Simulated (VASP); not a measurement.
# TiB (I-4m2) in VASP: notebook

The runs below take TiB through single point, with r2SCAN.

Program: VASP 6.6.1. These are calculated values, not measurements. Logs are shortened: lines on timing, memory, paths and dates and some standing lists are left out, and cuts for length are marked.

**1. The cell of the first run**

Symmetry: I-4m2, No. 119, tetragonal system. Conventional cell: a = 3.120 Å, b = 3.120 Å, c = 4.097 Å, α = 90.00°, β = 90.00°, γ = 90.00°. Within 2.5 Å of Ti (site symmetry -4m2) lie 4 B at 1.87 Å. Within 2.5 Å of B (site symmetry -4m2) lie 4 Ti at 1.87 Å.

**2. Single point, r2SCAN (strain +0.050 along x and y, -0.025 along z)**

POSCAR reads:

```
TiB
1.0
    0.0000000000      2.2060500000      2.0484750000
    2.2060500000      0.0000000000      2.0484750000
    2.2060500000      2.2060500000      0.0000000000
Ti B
1 1
Direct
    0.7500000000      0.7500000000      0.7500000000
    0.0000000000      0.0000000000      0.0000000000
```

INCAR.step1 reads:

```
  PREC = Accurate
  ENCUT = 520
  ISMEAR = 0
  SIGMA = 0.15
  LREAL = F
  LASPH = T
  NELM = 100
  NBANDS = 14
  GGA = PE
  ALGO = Normal
  EDIFF = 1E-4
  LWAVE = T
  LCHARG = F
```

INCAR.step2 reads:

```
  PREC = Accurate
  ENCUT = 520
  EDIFF = 1E-6
  ISMEAR = 0
  SIGMA = 0.15
  LREAL = F
  LASPH = T
  NELM = 100
  ALGO = Normal
  ISIF = 2
  LWAVE = F
  LCHARG = F
  METAGGA = R2SCAN
  LMIXTAU = T
  NBANDS = 14
  ISTART = 1
```

KPOINTS reads:

```
Automatic mesh
0
Gamma
  20 20 20
```

Potentials or basis: VASP PAW PBE potentials, release 64 (Ti_sv, B).

Launch:

```console
$ cat potpaw_PBE.64/Ti_sv/POTCAR potpaw_PBE.64/B/POTCAR > POTCAR
$ cp INCAR.step1 INCAR
$ mpirun -np 1 vasp_std > vasp.out
$ cp INCAR.step2 INCAR
$ mpirun -np 1 vasp_std > vasp.out
```

OUTCAR:

```text
PREC = Accurate
   ENCUT = 520
   EDIFF = 1E-6
   ISMEAR = 0
   LREAL = F
   LASPH = T
   NELM = 100
   ISIF = 2
   METAGGA = R2SCAN
   ISTART = 1

 ion  position               nearest neighbor table
   1  0.750  0.750  0.750-   2 1.87   2 1.87   2 1.87   2 1.87
   2  0.000  0.000  0.000-   1 1.87   1 1.87   1 1.87   1 1.87

  LATTYP: Found a body centered tetragonal cell.
 ALAT       =     3.1198258293
 C/A-ratio  =     1.3131983079

  Lattice vectors:

 A1 = (   0.0000000000,  -2.2060500000,  -2.0484750000)
 A2 = (   0.0000000000,   2.2060500000,  -2.0484750000)
 A3 = (   2.2060500000,   0.0000000000,   2.0484750000)

Analysis of symmetry for initial positions (statically):
=====================================================================
 Subroutine PRICEL returns:
 Original cell was already a primitive cell.

 Routine SETGRP: Setting up the symmetry group for a
 body centered tetragonal supercell.

 Subroutine GETGRP returns: Found  8 space group operations
 (whereof  8 operations were pure point group operations)
 out of a pool of 16 trial point group operations.

The static configuration has the point symmetry D_2d.

Analysis of symmetry for dynamics (positions and initial velocities):
=====================================================================
 Subroutine PRICEL returns:
 Original cell was already a primitive cell.

 Routine SETGRP: Setting up the symmetry group for a
 body centered tetragonal supercell.

 Subroutine GETGRP returns: Found  8 space group operations
 (whereof  8 operations were pure point group operations)
 out of a pool of 16 trial point group operations.

The dynamic configuration has the point symmetry D_2d.

 Subroutine INISYM returns: Found  8 space group operations
 (whereof  8 operations are pure point group operations),
 and found     1 'primitive' translations

----------------------------------------------------------------------------------------

                                     Primitive cell

  volume of cell :      19.9384

  direct lattice vectors                    reciprocal lattice vectors
     0.000000000  2.206050000  2.048475000    -0.226649441  0.226649441  0.244084014
     2.206050000  0.000000000  2.048475000     0.226649441 -0.226649441  0.244084014
     2.206050000  2.206050000  0.000000000     0.226649441  0.226649441 -0.244084014

  length of vectors
     3.010466148  3.010466148  3.119825829     0.402885771  0.402885771  0.402885771

  position of ions in fractional coordinates (direct lattice)
     0.750000000  0.750000000  0.750000000
     0.000000000  0.000000000  0.000000000

  ion indices of the primitive-cell ions
   primitive index   ion index
                 1           1
                 2           2

----------------------------------------------------------------------------------------

 KPOINTS: Automatic mesh

Automatic generation of k-mesh.
 Grid dimensions read from file:
 generate k-points for:   20   20   20

 Generating k-lattice:

  Cartesian coordinates                     Fractional coordinates (reciprocal lattice)
    -0.011332472  0.011332472  0.012204201     0.050000000 -0.000000000  0.000000000
     0.011332472 -0.011332472  0.012204201    -0.000000000  0.050000000  0.000000000
     0.011332472  0.011332472 -0.012204201     0.000000000  0.000000000  0.050000000

  Length of vectors
     0.020144289  0.020144289  0.020144289

  Shift w.r.t. Gamma in fractional coordinates (k-lattice)
     0.000000000  0.000000000  0.000000000

 Subroutine IBZKPT returns following result:
 ===========================================

 Found    641 irreducible k-points:

 Following reciprocal coordinates:
            Coordinates               Weight
  0.000000  0.000000  0.000000      1.000000
  0.050000 -0.000000  0.000000      8.000000
  0.100000  0.000000  0.000000      8.000000
  0.150000  0.000000  0.000000      8.000000
  0.200000  0.000000  0.000000      8.000000
  0.250000  0.000000  0.000000      8.000000
[... 16 lines left out ...]
 -0.400000  0.050000  0.000000      8.000000
 -0.350000  0.050000  0.000000      8.000000
 [... further k-points ...]
   k-points           NKPTS =    641   k-points in BZ     NKDIM =    641   number of bands    NBANDS=     14
   number of dos      NEDOS =    301   number of ions     NIONS =      2
   total plane-waves  NPLWV =  13824
   dimension x,y,z NGX =    24 NGY =   24 NGZ =   24
   dimension x,y,z NGXF=    48 NGYF=   48 NGZF=   48
   ions per type =               1   1
   NGX,Y,Z   is equivalent  to a cutoff of  13.25, 13.25, 12.79 a.u.
   NGXF,Y,Z  is equivalent  to a cutoff of  26.51, 26.51, 25.58 a.u.
 SYSTEM =  unknown system
   PREC   = accura    normal or accurate (medium, high low for compatibility)
   ISTART =      1    job   : 0-new  1-cont  2-samecut
   ICHARG =      0    charge: 1-file 2-atom 10-const
   ISPIN  =      1    spin polarized calculation?
   LNONCOLLINEAR =      F non collinear calculations
   LSORBIT =      F    spin-orbit coupling
   LASPH  =      T    aspherical Exc in radial PAW
   ENCUT  =  520.0 eV  38.22 Ry    6.18 a.u.   5.60  5.60  5.80*2*pi/ulx,y,z
   NELM   =    100;   NELMIN=  2; NELMDL=  0     # of ELM steps
   EDIFF  = 0.1E-05   stopping-criterion for ELM
   LREAL  =      F    real-space projection
   EDIFFG = 0.1E-04   stopping-criterion for IOM
   NSW    =      0    number of steps for IOM
   IBRION =     -1    ionic relax: 0-MD 1-quasi-New 2-CG
   NFREE  =      0    steps in history (QN), initial steepest desc. (CG)
   ISIF   =      2    stress and relaxation
   ISYM   =      2    0-nonsym 1-usesym 2-fastsym
   POTIM  = 0.5000    time-step for ionic-motion
   TEBEG  =    0.0;   TEEND  =   0.0 temperature during run
   PSTRESS=    0.0 pullay stress
   NELECT =      15.0000    total number of electrons
   NUPDOWN=      -1.0000    fix difference up-down
   EMIN   =  10.00;   EMAX   =-10.00  energy-range for DOS
   EFERMI =   0.00;   METHOD = LEGACY
   ISMEAR =     0;   SIGMA  =   0.15  broadening in eV -4-tet -1-fermi 0-gaus
   EFERMI_NEDOS =   21; number of points for ismear=-14 and -15
   IALGO  =     38    algorithm
   IMIX   =      4    mixing-type and parameters
     AMIX     =   0.40;   BMIX     =  1.00
     AMIX_MAG =   1.60;   BMIX_MAG =  1.00
  volume/ion in A,a.u.               =       9.97        67.28
  Fermi-wavevector in a.u.,A,eV,Ry     =   1.488932  2.813673 30.162998  2.216918
  Thomas-Fermi vector in A             =   2.601904
   LORBIT       =      0    0 simple, 1 ext, 2 COOP (PROOUT), +10 PAW based schemes
   METAGGA = R2SCAN    functional components
   LHFCALC =     F    Hartree Fock is set to
   AEXX    =    0.0000 exact exchange contribution
   IVDW    =     0    specifies the selected vdW correction
   LEPSILON=     F    determine dielectric tensor
   LRPA    =     F    only Hartree local field effects (RPA)
 non-spin polarized calculation
 Gauss-broadening in eV      SIGMA  =   0.15
  energy-cutoff  :      520.00
  volume of cell :       19.94
 maximum number of plane-waves:       550
   NGX = 11   NGY = 11   NGZ = 11

 number of electron      15.0000003 magnetization

 Free energy of the ion-electron system (eV)
  ---------------------------------------------------
  ext. energy  EPLUGINS =         0.00000000
  ---------------------------------------------------
  free energy    TOTEN  =       -16.74983083 eV

  energy without entropy =      -16.73960231  energy(sigma->0) =      -16.74471657

 E-fermi :   8.5766     XC(G=0): -13.2691

 val. band max:        8.5722708756   @ k =  -0.2000   0.1000   0.3000
 cond. band min:       8.5768294203   @ k =  -0.3500   0.2500   0.2000
 fundamental gap:      0.0045585447
 Fermi energy:         8.5766364094

 k-point     1 :       0.0000    0.0000    0.0000
  band No.  band energies     occupation
      1     -48.7093      2.00000
      2     -23.8370      2.00000
      3     -23.8370      2.00000
      4     -23.7916      2.00000
      5      -0.8859      2.00000
      6       6.6104      2.00000
      7       6.6104      2.00000
      8       6.8553      2.00000
      9      11.5754      0.00000
     10      12.3332      0.00000
     11      20.8193      0.00000
     12      20.8502      0.00000
     13      20.8502      0.00000
     14      21.7178      0.00000

 k-point     2 :       0.0500   -0.0000    0.0000
  band No.  band energies     occupation
      1     -48.7071      2.00000
      2     -23.8491      2.00000
      3     -23.8402      2.00000
      4     -23.7979      2.00000
      5      -0.8180      2.00000
      6       6.5966      2.00000
      7       6.6371      2.00000
      8       6.8668      2.00000
      9      11.5541      0.00000
     10      12.2985      0.00000
     11      20.7275      0.00000
     12      20.8752      0.00000
     13      20.9574      0.00000
     14      21.6368      0.00000

 k-point     3 :       0.1000    0.0000    0.0000
  band No.  band energies     occupation
      1     -48.7006      2.00000
      2     -23.8910      2.00000
      3     -23.8493      2.00000
      4     -23.8090      2.00000
      5      -0.6184      2.00000
      6       6.5259      2.00000
      7       6.7115      2.00000
      8       6.9327      2.00000
      9      11.5043      0.00000
     10      12.2072      0.00000
     11      20.3908      0.00000
     12      20.9251      0.00000
     13      21.1957      0.00000
     14      21.5369      0.00000

 k-point     4 :       0.1500    0.0000    0.0000
  band No.  band energies     occupation
      1     -48.6904      2.00000
      2     -23.9626      2.00000
      3     -23.8634      2.00000
      4     -23.8196      2.00000
      5      -0.2983      2.00000
      6       6.3899      2.00000
      7       6.8168      2.00000
      8       7.0663      2.00000
      9      11.4628      0.00000
     10      12.0923      0.00000
     11      19.7433      0.00000
     12      20.9337      0.00000
     13      21.1638      0.00000
     14      21.8641      0.00000

 k-point     5 :       0.2000    0.0000    0.0000
  band No.  band energies     occupation
      1     -48.6775      2.00000
      2     -24.0541      2.00000
      3     -23.8812      2.00000
      4     -23.8303      2.00000
      5       0.1226      2.00000
      6       6.2203      2.00000
      7       6.9276      2.00000
      8       7.2395      2.00000
      9      11.4775      0.00000
     10      11.9972      0.00000
     11      18.8651      0.00000
[... 276 lines left out ...]
 k-point    22 :      -0.4500    0.0500    0.0000
  band No.  band energies     occupation
      1     -48.6166      2.00000
      2     -24.4618      2.00000
      3     -23.9636      2.00000
      4     -23.8887      2.00000
      5       2.4258      2.00000
      6       5.8079      2.00000
      7       7.1175      2.00000
      8       7.7374      2.00000
      9      12.5855      0.00000
     10      12.7563      0.00000
     11      14.3848      0.00000
     12      18.3965      0.00000
     13      18.5055      0.00000
     14      21.2924      0.00000

 k-point    23 :      -0.4000    0.0500    0.0000
  band No.  band energies     occupation
      1     -48.6222      2.00000
      2     -24.4250      2.00000
      3     -23.9536      2.00000
      4     -23.8874      2.00000
      5       2.1980      2.00000
      6       5.8139      2.00000
      7       7.1301      2.00000
      8       7.7244      2.00000
      9      12.4036      0.00000
     10      12.5429      0.00000
     11      14.7570      0.00000
     12      18.6036      0.00000
     13      18.9709      0.00000
     14      21.4680      0.00000

 k-point    24 :      -0.3500    0.0500    0.0000
  band No.  band energies     occupation
      1     -48.6316      2.00000
      2     -24.3621      2.00000
      3     -23.9388      2.00000
      4     -23.8825      2.00000
      5       1.8160      2.00000
      6       5.8468      2.00000
      7       7.1398      2.00000
      8       7.6792      2.00000
      9      11.9959      0.00000
     10      12.4076      0.00000
     11      15.4398      0.00000
     12      19.0171      0.00000
     13      19.5612      0.00000
     14      21.7693      0.00000

 [... further k-points ...]
[... 5 lines left out ...]
  --------------------------------------------------------------------------------------
  -------------------------------------------------------------------------------------
  Total       12.1562538     12.1562538      9.9916200      0.0000000      0.0000000     -0.0000000
  in kB      976.8299693    976.8299693    802.8882946      0.0000000      0.0000000     -0.0000000
  external PRESSURE =     918.8494111 kB  Pullay stress =       0.0000000 kB

 VOLUME and BASIS-vectors are now :
 -----------------------------------------------------------------------------
  energy-cutoff  :      520.00
  volume of cell :       19.94
      direct lattice vectors                 reciprocal lattice vectors
     0.000000000  2.206050000  2.048475000    -0.226649441  0.226649441  0.244084014
     2.206050000  0.000000000  2.048475000     0.226649441 -0.226649441  0.244084014
     2.206050000  2.206050000  0.000000000     0.226649441  0.226649441 -0.244084014

 POSITION                                       TOTAL-FORCE (eV/Angst)
 -----------------------------------------------------------------------------------
      3.30907      3.30907      3.07271         0.000000     -0.000000     -0.000000
      0.00000      0.00000      0.00000         0.000000      0.000000      0.000000
 -----------------------------------------------------------------------------------
    total drift:                                0.000002      0.000002     -0.000001

  FREE ENERGIE OF THE ION-ELECTRON SYSTEM (eV)
  ---------------------------------------------------
  free  energy   TOTEN  =       -16.7498308330 eV

  energy  without entropy=      -16.7396023137  energy(sigma->0) =      -16.74471657
```

It took 20 min on 1 thread of Intel Xeon 8259CL, shared host; peak memory 0.27 GiB.

Results:

| Quantity | Value |
| --- | --- |
| Free energy | -16.7498 eV |
| Pressure | 91.9 GPa |
| Band gap on the k mesh | zero (an odd number of electrons rules out a gap without spin polarisation) |

Stress tensor (GPa, compression positive):
```
97.68  0.00  0.00
 0.00 97.68  0.00
 0.00  0.00 80.29
```

Caveat: the cell differs from its parent crystal (strain +0.050 along x and y, -0.025 along z); the stress differs along the axes, from 80 to 98 GPa; the PAW data sets were made with another functional, which shifts forces and pressure a little; an odd number of electrons without spin polarisation forces a metal; a magnetic or distorted state may lie lower.

**3. Single point, r2SCAN (strain +0.050 along x and y, +0.000 along z)**

POSCAR reads:

```
TiB
1.0
    0.0000000000      2.2060500000      2.1010000000
    2.2060500000      0.0000000000      2.1010000000
    2.2060500000      2.2060500000      0.0000000000
Ti B
1 1
Direct
    0.7500000000      0.7500000000      0.7500000000
    0.0000000000      0.0000000000      0.0000000000
```

INCAR.step1 reads:

```
PREC = Accurate ; ENCUT = 520
ISMEAR = 0 ; SIGMA = 0.15
LREAL = F ; LASPH = T
NELM = 100 ; NBANDS = 14
GGA = PE ; ALGO = Normal
EDIFF = 1E-4 ; LWAVE = T
LCHARG = F
```

INCAR.step2 reads:

```
PREC = Accurate ; ENCUT = 520
EDIFF = 1E-7 ; ISMEAR = 0
SIGMA = 0.15 ; LREAL = F
LASPH = T ; NELM = 100
ALGO = Normal ; ISIF = 2
LWAVE = F ; LCHARG = F
METAGGA = R2SCAN ; LMIXTAU = T
NBANDS = 14 ; ISTART = 1
```

KPOINTS is that of step 2.

Potentials or basis: VASP PAW PBE potentials, release 64 (Ti_sv, B).

Launch:

```console
$ cat potpaw_PBE.64/Ti_sv/POTCAR potpaw_PBE.64/B/POTCAR > POTCAR
$ cp INCAR.step1 INCAR
$ mpirun -np 1 vasp_std > vasp.out
$ cp INCAR.step2 INCAR
$ mpirun -np 1 vasp_std > vasp.out
```

Wall time 29 min (1 thread of Intel Xeon 8259CL, shared host); peak memory 0.28 GiB.

It converged, with:

- Free energy: -17.0004 eV
- Pressure: 83.2 GPa
- Band gap on the k mesh: zero (an odd number of electrons rules out a gap without spin polarisation)

Stress tensor (GPa, compression positive):
```
86.59  0.00  0.00
 0.00 86.59  0.00
 0.00  0.00 76.39
```

Levels at points of the mesh, in eV from the Fermi level:
```csv
k point,band 5,band 6,band 7,band 8,band 9,band 10,band 11,band 12
"(0.00, 0.00, 0.00)",-9.37,-1.88,-1.88,-1.71,3.12,3.61,12.00,12.22
"(0.50, 0.00, 0.00)",-6.11,-2.75,-1.33,-0.87,4.02,4.24,5.61,9.63
"(0.50, 0.50, 0.00)",-4.92,-4.39,1.40,1.44,1.44,4.73,5.81,5.81
"(0.50, 0.00, 0.50)",-4.88,-4.42,0.76,1.53,1.86,4.69,5.67,6.12
```

Caveat: the cell differs from its parent crystal (strain +0.050 along x and y, +0.000 along z); the stress differs along the axes, from 76 to 87 GPa; the PAW data sets were made with another functional, which shifts forces and pressure a little; an odd number of electrons without spin polarisation forces a metal; a magnetic or distorted state may lie lower.
